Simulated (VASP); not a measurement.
Here is a VASP 6.6.1 calculation.

The input INCAR:

```
SYSTEM = TiCo
PREC = Accurate ; ENCUT = 600
EDIFF = 1E-7 ; ISMEAR = 0
SIGMA = 0.1 ; LREAL = .FALSE.
LASPH = .TRUE. ; NELM = 150
ALGO = Fast ; ISIF = 3
LWAVE = .FALSE. ; LCHARG = .FALSE.
ISPIN = 2 ; MAGMOM = 0 0.61
LORBIT = 11 ; LMAXMIX = 4
GGA = PE ; IBRION = 2
NSW = 100 ; EDIFFG = -0.005
```

KPOINTS

```
Automatic mesh
0
G
  14 14 14
  0 0 0
```

File POSCAR:

```
TiCo
1.0
    2.9903473387      0.0000000000      0.0000000000
    0.0000000000      2.9903473387      0.0000000000
    0.0000000000      0.0000000000      2.9903473387
Ti Co
1 1
Direct
    0.5000000000      0.5000000000      0.5000000000
    0.0000000000      0.0000000000      0.0000000000
```

Potentials or basis: VASP PAW PBE potentials, release 64 (Ti_sv, Co).

The run is started by

```sh
$ cat potpaw_PBE.64/Ti_sv/POTCAR potpaw_PBE.64/Co/POTCAR > POTCAR
$ mpirun -np 1 vasp_std > vasp.out
```

Predict the net moment.

0.87 μB per cell.

Estimate the relaxed cell.

a = 2.982 Å, b = 2.982 Å, c = 2.982 Å, α = 90.00°, β = 90.00°, γ = 90.00°.

The path:
```
step  energy change (eV)  largest force (eV/Å)  pressure (GPa)  volume (Å³)
   1              0.0000                0.0000           -1.31        26.74
   2             -0.0002                0.0000            1.24        26.32
   3             -0.0009                0.0000            0.03        26.52
```
